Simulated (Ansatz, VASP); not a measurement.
ZrB2 in VASP and in Ansatz

```xyz
6
Lattice="-2.2403 2.2403 3.5346 2.2403 -2.2403 3.5346 2.2403 2.2403 -3.5346" Properties=species:S:1:pos:R:3 pbc="T T T"
Zr    0.0000    0.0000    1.3490
Zr    0.0000    0.0000    5.7202
B     0.8684    2.2403    0.0000
B     1.3719    0.0000    3.5346
B     0.0000    1.3719    3.5346
B     2.2403    0.8684    0.0000
```

Alike in both runs: task relaxation of cell and atoms; functional PBE; k mesh 6 × 6 × 6; occupations gaussian, width 0.1 eV; no spin polarisation.

|  | VASP | Ansatz |
| --- | --- | --- |
| version | VASP 6.6.1 | Ansatz 0.2.0 |
| potentials or method | VASP PAW PBE potentials, release 64 (Zr_sv, B), cutoff 600 eV | scalar-relativistic, plane waves, PAW |
| valence electrons in the cell | 36 | 36 |

Ansatz gave:

```
gap on the k mesh at the Fermi level, each at its own relaxed structure (eV)  : none
relaxed volume (Å³/atom)                                                      : 10.89
relaxed length of the cell vector where the two differ most in proportion (Å) : 4.781
```

**Question.** Which values does VASP return?

**Answer.** gap on the k mesh at the Fermi level, each at its own relaxed structure (eV): none; relaxed volume (Å³/atom): 10.89; relaxed length of the cell vector where the two differ most in proportion (Å): 4.782.

A gap of «none» marks a metal or a gap that the smearing closes.
